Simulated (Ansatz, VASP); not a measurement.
**Co: VASP beside Ansatz**

File INCAR:

```
  ALGO = Fast
  EDIFF = 1E-7
  EDIFFG = -0.01
  ENCUT = 600
  GGA = RP
  IBRION = 2
  ISIF = 3
  ISMEAR = -1
  ISPIN = 2
  IVDW = 12
  LASPH = T
  LCHARG = F
  LMAXMIX = 4
  LORBIT = 11
  LREAL = F
  LWAVE = F
  MAGMOM = 2 2 2 2
  NELM = 150
  NSW = 60
  PREC = Accurate
  SIGMA = 0.05
```

File KPOINTS:

```
k-points
0
Gamma
  12 12 4
```

Contents of POSCAR:

```
Co
1.0
    2.4705617809      0.0000000000      0.0000000000
   -1.2352808905      2.1395692639      0.0000000000
    0.0000000000      0.0000000000      8.0882338000
Co
4
Direct
    0.6666666667      0.3333333333      0.7500000000
    0.0000000000      0.0000000000      0.5000000000
    0.3333333333      0.6666666667      0.2500000000
    0.0000000000      0.0000000000      0.0000000000
```

Contents of input.yaml:

```yaml
crystal:
  lattice:
    - [2.4705617809, 0.0, 0.0]
    - [-1.2352808905, 2.1395692639, 0.0]
    - [0.0, 0.0, 8.0882338]
  atoms:
    - { symbol: Co, position: [0.6666666667, 0.3333333333, 0.75], spin: 2.0 }
    - { symbol: Co, position: [0.0, 0.0, 0.5], spin: 2.0 }
    - { symbol: Co, position: [0.3333333333, 0.6666666667, 0.25], spin: 2.0 }
    - { symbol: Co, position: [0.0, 0.0, 0.0], spin: 2.0 }
hamiltonian:
  xc: rpbe
  pseudopotentials: { kind: paw }
  dispersion: d3bj
magnetization:
  spin_polarized: true
kpoints:
  mp_grid: { grid: [12, 12, 4] }
scf:
  occupations: { method: fermi_dirac, width: 0.05 }
output:
  forces: true
  stress: true
  write_density: true
  write_potential: true
  elf: true
  volumetric_format: npy
relax:
  f_tol: 0.01
  max_steps: 40
  cell: { stress_tol: 0.05 }
```

Alike in both runs: task relaxation of cell and atoms; functional RPBE; dispersion D3(BJ); k mesh 12 × 12 × 4; occupations fermi-dirac, width 0.05 eV; collinear spin.

|  | VASP | Ansatz |
| --- | --- | --- |
| version | VASP 6.6.1 | Ansatz 0.2.0 |
| potentials or method | VASP PAW PBE potentials, release 64 (Co) | Ansatz PAW |
| plane-wave cutoff (eV) | 600 | 420 |
| valence electrons in the cell | 36 | 68 |

VASP gave:

- gap on the k mesh at the Fermi level, each at its own relaxed structure (eV): none
- net moment per atom (μB): 1.54
- size of the moment on the site where the two differ most (μB): 1.55
- relaxed volume (Å³/atom): 9.71
- relaxed length of the cell vector where the two differ most in proportion (Å): 2.400

**Question.** Which values does Ansatz return?

**Answer.** gap on the k mesh at the Fermi level, each at its own relaxed structure (eV): none; net moment per atom (μB): 1.55; size of the moment on the site where the two differ most (μB): 1.63; relaxed volume (Å³/atom): 9.76; relaxed length of the cell vector where the two differ most in proportion (Å): 2.405.

VASP's potentials were made for PBE, not for RPBE. Site moments also hang on the region over which each program counts them. A gap of «none» marks a metal or a gap that the smearing closes. VASP's potentials hold 36 valence electrons a cell and Ansatz's 68, so a difference there can come from the potentials and not from the codes.

Noted on Ansatz's run: the plane-wave basis is chosen anew once the cell has moved, so the energies of steps on either side of that aren't comparable.
